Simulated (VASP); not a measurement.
# AlN (Cm) in VASP: notebook, part 2 of 2

VASP 6.6.1. The steps go on from the part before.

### Step 3. Single point, PBEsol (atom 1 (Al) moved by -0.126 Å along [1 1 0] and +0.000 Å along [0 0 1])

Contents of INCAR:

```
PREC = Accurate
ENCUT = 520
EDIFF = 1E-6
ISMEAR = 0
SIGMA = 0.05
LREAL = False
LASPH = True
NELM = 100
ALGO = Normal
ISIF = 2
LWAVE = False
LCHARG = False
GGA = PS
NBANDS = 26
```

Contents of KPOINTS:

```
regular mesh
0
Gamma
  6 6 6
```

Contents of POSCAR:

```
AlN
1.0
    4.3771405283      0.0000000000      0.0000000000
    0.0000000000     -4.3771405283      0.0000000000
    0.0000000000      0.0000000000     -4.3771405283
Al N
4 4
Direct
   -0.0203547165      0.0000000000     -0.0203547165
    0.5000000000      0.5000000000      0.0000000000
    0.5000000000      0.0000000000      0.5000000000
    0.0000000000      0.5000000000      0.5000000000
    0.7500000000      0.7500000000      0.7500000000
    0.2500000000      0.2500000000      0.7500000000
    0.2500000000      0.7500000000      0.2500000000
    0.7500000000      0.2500000000      0.2500000000
```

Potentials or basis: VASP PAW PBE potentials, release 64 (Al, N).

On the command line:

```bash
cat potpaw_PBE.64/Al/POTCAR potpaw_PBE.64/N/POTCAR > POTCAR
mpirun -np 1 vasp_std > vasp.out
```

OUTCAR:

```text
PREC = Accurate
   ENCUT = 520
   EDIFF = 1E-6
   ISMEAR = 0
   LREAL = False
   LASPH = True
   NELM = 100
   ISIF = 2
   GGA = PS

 ion  position               nearest neighbor table
   1  0.980  0.000  0.980-   5 1.79   6 1.90   8 1.90   7 2.00   3 2.97   2 3.03   4 3.03   2 3.03
                             4 3.03   3 3.10   3 3.10   2 3.16   4 3.16   2 3.16   4 3.16   3 3.22
   2  0.500  0.500  0.000-   5 1.90   6 1.90   7 1.90   8 1.90   1 3.03   1 3.03   4 3.10   3 3.10
                             4 3.10   3 3.10   3 3.10   3 3.10   4 3.10   4 3.10   1 3.16   1 3.16
   3  0.500  0.000  0.500-   5 1.90   6 1.90   7 1.90   8 1.90   1 2.97   2 3.10   4 3.10   2 3.10
                             2 3.10   4 3.10   2 3.10   4 3.10   4 3.10   1 3.10   1 3.10   1 3.22
   4  0.000  0.500  0.500-   5 1.90   6 1.90   7 1.90   8 1.90   1 3.03   1 3.03   3 3.10   2 3.10
                             2 3.10   3 3.10   2 3.10   3 3.10   2 3.10   3 3.10   1 3.16   1 3.16
   5  0.750  0.750  0.750-   1 1.79   2 1.90   3 1.90   4 1.90
   6  0.250  0.250  0.750-   2 1.90   3 1.90   4 1.90   1 1.90
   7  0.250  0.750  0.250-   2 1.90   3 1.90   4 1.90   1 2.00
   8  0.750  0.250  0.250-   2 1.90   3 1.90   4 1.90   1 1.90

  LATTYP: Found a simple cubic cell.
 ALAT       =     4.3771405283

  Lattice vectors:

 A1 = (   4.3771405283,   0.0000000000,   0.0000000000)
 A2 = (   0.0000000000,  -4.3771405283,   0.0000000000)
 A3 = (   0.0000000000,   0.0000000000,  -4.3771405283)

Analysis of symmetry for initial positions (statically):
=====================================================================
 Subroutine PRICEL returns:
 Original cell was already a primitive cell.

 Routine SETGRP: Setting up the symmetry group for a
 simple cubic supercell.

 Subroutine GETGRP returns: Found  2 space group operations
 (whereof  2 operations were pure point group operations)
 out of a pool of 48 trial point group operations.

The static configuration has the point symmetry C_1h.

Analysis of symmetry for dynamics (positions and initial velocities):
=====================================================================
[... 145 lines left out ...]
  Thomas-Fermi vector in A             =   2.323563
   LORBIT       =      0    0 simple, 1 ext, 2 COOP (PROOUT), +10 PAW based schemes
   GGA     = PS    functional components
   LHFCALC =     F    Hartree Fock is set to
   AEXX    =    0.0000 exact exchange contribution
   IVDW    =     0    specifies the selected vdW correction
   LEPSILON=     F    determine dielectric tensor
   LRPA    =     F    only Hartree local field effects (RPA)
 non-spin polarized calculation
 Gauss-broadening in eV      SIGMA  =   0.05
  energy-cutoff  :      520.00
  volume of cell :       83.86
 maximum number of plane-waves:      2301
 NGX is ok and might be reduce to    36
   NGX = 17   NGY = 17   NGZ = 17

 number of electron      31.9999993 magnetization

 Free energy of the ion-electron system (eV)
  ---------------------------------------------------
  ext. energy  EPLUGINS =         0.00000000
  ---------------------------------------------------
  free energy    TOTEN  =       -62.27994946 eV

  energy without entropy =      -62.27994946  energy(sigma->0) =      -62.27994946

 E-fermi :   6.2032     XC(G=0): -11.1011

 val. band max:        5.9337333327   @ k =   0.0000   0.0000   0.0000
 cond. band min:       8.6574829725   @ k =   0.0000   0.0000   0.0000
 fundamental gap:      2.7237496397
 Fermi energy:         6.2032306512

 k-point     1 :       0.0000    0.0000    0.0000
  band No.  band energies     occupation
      1      -9.1287      2.00000
      2      -6.6262      2.00000
      3      -6.3950      2.00000
      4      -6.1747      2.00000
      5       0.8663      2.00000
      6       0.8669      2.00000
[... 685 lines left out ...]
     25      16.5066      0.00000
     26      16.5790      0.00000

 [... further k-points ...]
[... 5 lines left out ...]
  --------------------------------------------------------------------------------------
  -------------------------------------------------------------------------------------
  Total        0.2243641      0.5038942      0.2243641     -0.8481082      0.8481082     -0.3353204
  in kB        4.2863988      9.6267227      4.2863988    -16.2028106     16.2028106     -6.4061799
  external PRESSURE =       6.0665067 kB  Pullay stress =       0.0000000 kB

 VOLUME and BASIS-vectors are now :
 -----------------------------------------------------------------------------
  energy-cutoff  :      520.00
  volume of cell :       83.86
      direct lattice vectors                 reciprocal lattice vectors
     4.377140528  0.000000000  0.000000000     0.228459652  0.000000000  0.000000000
     0.000000000 -4.377140528  0.000000000     0.000000000 -0.228459652  0.000000000
     0.000000000  0.000000000 -4.377140528     0.000000000  0.000000000 -0.228459652

 POSITION                                       TOTAL-FORCE (eV/Angst)
 -----------------------------------------------------------------------------------
      4.28805      0.00000     -4.28805         1.877796     -0.444245     -1.877796
      2.18857     -2.18857      0.00000        -0.423096     -0.010902     -0.294631
      2.18857      0.00000     -2.18857        -0.428131      0.011317      0.428131
      0.00000     -2.18857     -2.18857         0.294631     -0.010902      0.423096
      3.28286     -3.28286     -3.28286        -0.717260      0.651577      0.717260
      1.09429     -1.09429     -3.28286        -0.135132      0.023756      0.096017
      1.09429     -3.28286     -1.09429        -0.372791     -0.244357      0.372791
      3.28286     -1.09429     -1.09429        -0.096017      0.023756      0.135132
 -----------------------------------------------------------------------------------
    total drift:                               -0.000317     -0.000007      0.000317

  FREE ENERGIE OF THE ION-ELECTRON SYSTEM (eV)
  ---------------------------------------------------
  free  energy   TOTEN  =       -62.2799494565 eV

  energy  without entropy=      -62.2799494565  energy(sigma->0) =      -62.27994946
```

OSZICAR:

```text
N       E                     dE             d eps       ncg     rms          rms(c)
DAV:   1     0.106283183419E+03    0.10628E+03   -0.14430E+04  3544   0.108E+03
DAV:   2    -0.618507319426E+02   -0.16813E+03   -0.15782E+03  4752   0.230E+02
DAV:   3    -0.711224113560E+02   -0.92717E+01   -0.92252E+01  4680   0.548E+01
DAV:   4    -0.712047662826E+02   -0.82355E-01   -0.82307E-01  4276   0.590E+00
DAV:   5    -0.712059493244E+02   -0.11830E-02   -0.11829E-02  4724   0.707E-01    0.166E+01
DAV:   6    -0.623744176380E+02    0.88315E+01   -0.27178E+01  4374   0.276E+01    0.603E+00
DAV:   7    -0.623565617881E+02    0.17856E-01   -0.14794E+00  4200   0.620E+00    0.405E+00
DAV:   8    -0.622910527023E+02    0.65509E-01   -0.18889E-01  4404   0.287E+00    0.702E-01
DAV:   9    -0.622794812812E+02    0.11571E-01   -0.41458E-02  4710   0.107E+00    0.361E-01
DAV:  10    -0.622801291446E+02   -0.64786E-03   -0.37389E-03  4310   0.327E-01    0.191E-01
DAV:  11    -0.622799539674E+02    0.17518E-03   -0.37161E-04  4536   0.127E-01    0.570E-02
DAV:  12    -0.622799513750E+02    0.25924E-05   -0.60090E-05  4334   0.450E-02    0.244E-02
DAV:  13    -0.622799501170E+02    0.12581E-05   -0.20648E-06  3710   0.103E-02    0.153E-02
DAV:  14    -0.622799494565E+02    0.66044E-06   -0.18504E-06  2746   0.858E-03
   1 F= -.62279949E+02 E0= -.62279949E+02  d E =-.316700E-16
```

It took 2 min on 1 thread of Intel Xeon Platinum 8259CL at 2.50GHz (Skylake/Cascade Lake), shared host; peak memory 0.26 GiB.

Results:

| Item | Value |
| --- | --- |
| Free energy | -62.2799 eV |
| Pressure | 0.6 GPa |
| Largest force | 2.693 eV/Å |
| Band gap on the k mesh | 2.72 eV |

Forces on the atoms (eV/Å):
```
Al   1.878 -0.444 -1.878
Al  -0.423 -0.011 -0.295
Al  -0.428  0.011  0.428
Al   0.295 -0.011  0.423
N   -0.717  0.652  0.717
N   -0.135  0.024  0.096
N   -0.373 -0.244  0.373
N   -0.096  0.024  0.135
```

Caveat: the cell differs from its parent crystal (atom 1 (Al) moved by -0.126 Å along [1 1 0] and +0.000 Å along [0 0 1]); the PAW data sets were made with another functional, which shifts forces and pressure a little.

### Step 4. Single point, PBEsol (atom 1 (Al) moved by -0.126 Å along [1 1 0] and -0.504 Å along [0 0 1])

Contents of INCAR:

```
ALGO = Normal
EDIFF = 1E-6
ENCUT = 520
GGA = PS
ISIF = 2
ISMEAR = 0
LASPH = T
LCHARG = F
LREAL = F
LWAVE = F
NBANDS = 26
NELM = 80
PREC = Accurate
SIGMA = 0.05
```

Contents of KPOINTS:

```
k-points
0
Gamma
  6 6 6
```

Edit POSCAR of step 3 so:

```diff
@@ -8,3 +8,3 @@
 Direct
-   -0.0203547165      0.0000000000     -0.0203547165
+   -0.0203547165      0.1151436644     -0.0203547165
     0.5000000000      0.5000000000      0.0000000000
```

Potentials or basis: VASP PAW PBE potentials, release 64 (Al, N).

On the command line:

```bash
cat potpaw_PBE.64/Al/POTCAR potpaw_PBE.64/N/POTCAR > POTCAR
mpirun -np 1 vasp_std > vasp.out
```

OUTCAR:

```text
EDIFF = 1E-6
   ENCUT = 520
   GGA = PS
   ISIF = 2
   ISMEAR = 0
   LASPH = T
   LREAL = F
   NELM = 80
   PREC = Accurate

 ion  position               nearest neighbor table
   1  0.980  0.115  0.980-   6 1.66   8 1.66   5 2.14   7 2.31   2 2.69   4 2.69   2 2.83   4 2.83
                             3 3.01   3 3.14   3 3.14   3 3.26
   2  0.500  0.500  0.000-   5 1.90   6 1.90   7 1.90   8 1.90   1 2.69   1 2.83   4 3.10   3 3.10
                             4 3.10   3 3.10   3 3.10   3 3.10   4 3.10   4 3.10
   3  0.500  0.000  0.500-   5 1.90   6 1.90   7 1.90   8 1.90   1 3.01   2 3.10   4 3.10   2 3.10
                             2 3.10   4 3.10   2 3.10   4 3.10   4 3.10   1 3.14   1 3.14   1 3.26
[... 916 lines left out ...]
  external PRESSURE =      79.1574983 kB  Pullay stress =       0.0000000 kB

 VOLUME and BASIS-vectors are now :
 -----------------------------------------------------------------------------
  energy-cutoff  :      520.00
  volume of cell :       83.86
      direct lattice vectors                 reciprocal lattice vectors
     4.377140528  0.000000000  0.000000000     0.228459652  0.000000000  0.000000000
     0.000000000 -4.377140528  0.000000000     0.000000000 -0.228459652  0.000000000
     0.000000000  0.000000000 -4.377140528     0.000000000  0.000000000 -0.228459652

 POSITION                                       TOTAL-FORCE (eV/Angst)
 -----------------------------------------------------------------------------------
      4.28805     -0.50400     -4.28805         0.379797      8.395464     -0.379797
      2.18857     -2.18857      0.00000        -0.622493     -2.276000     -0.376733
      2.18857      0.00000     -2.18857        -0.447267      1.471706      0.447267
      0.00000     -2.18857     -2.18857         0.376733     -2.276000      0.622493
      3.28286     -3.28286     -3.28286         0.213957     -0.791604     -0.213957
      1.09429     -1.09429     -3.28286         2.778824     -2.053623      2.533167
      1.09429     -3.28286     -1.09429        -0.146384     -0.416320      0.146384
      3.28286     -1.09429     -1.09429        -2.533167     -2.053623     -2.778824
 -----------------------------------------------------------------------------------
    total drift:                                0.000039     -0.000213     -0.000039

  FREE ENERGIE OF THE ION-ELECTRON SYSTEM (eV)
  ---------------------------------------------------
  free  energy   TOTEN  =       -60.0181353675 eV

  energy  without entropy=      -60.0181353675  energy(sigma->0) =      -60.01813537
```

Run time: 2.1 min. Hardware: 1 thread of Intel Xeon Platinum 8259CL at 2.50GHz (Skylake/Cascade Lake), shared host; peak memory 0.26 GiB.

What came out:

- Free energy: -60.0181 eV
- Pressure: 7.9 GPa
- Largest force: 8.413 eV/Å
- Band gap on the k mesh: 0.85 eV, indirect (least direct gap 0.94 eV)

Forces in eV/Å, atoms in the order of the input:
```
Al   0.380  8.395 -0.380
Al  -0.622 -2.276 -0.377
Al  -0.447  1.472  0.447
Al   0.377 -2.276  0.622
N    0.214 -0.792 -0.214
N    2.779 -2.054  2.533
N   -0.146 -0.416  0.146
N   -2.533 -2.054 -2.779
```

Levels at points of the mesh, in eV from the valence-band top:
```csv
k point,band 14,band 15,band 16,band 17,band 18,band 19
"(0.00, 0.00, 0.00)",-0.73,-0.72,-0.09,0.85,1.99,3.43
"(0.50, 0.00, 0.00)",-1.71,-1.56,-1.15,3.34,4.38,5.95
"(0.00, 0.50, 0.00)",-2.64,-1.13,-0.60,3.73,4.67,5.79
"(0.50, 0.50, 0.00)",-1.35,-1.08,-0.75,5.21,6.16,7.23
"(0.50, 0.00, 0.50)",-2.18,-0.72,-0.14,5.08,6.27,7.21
"(0.50, 0.50, 0.50)",-0.96,-0.65,0.00,5.39,6.01,6.20
```

Caveat: the cell differs from its parent crystal (atom 1 (Al) moved by -0.126 Å along [1 1 0] and -0.504 Å along [0 0 1]); the PAW data sets were made with another functional, which shifts forces and pressure a little.
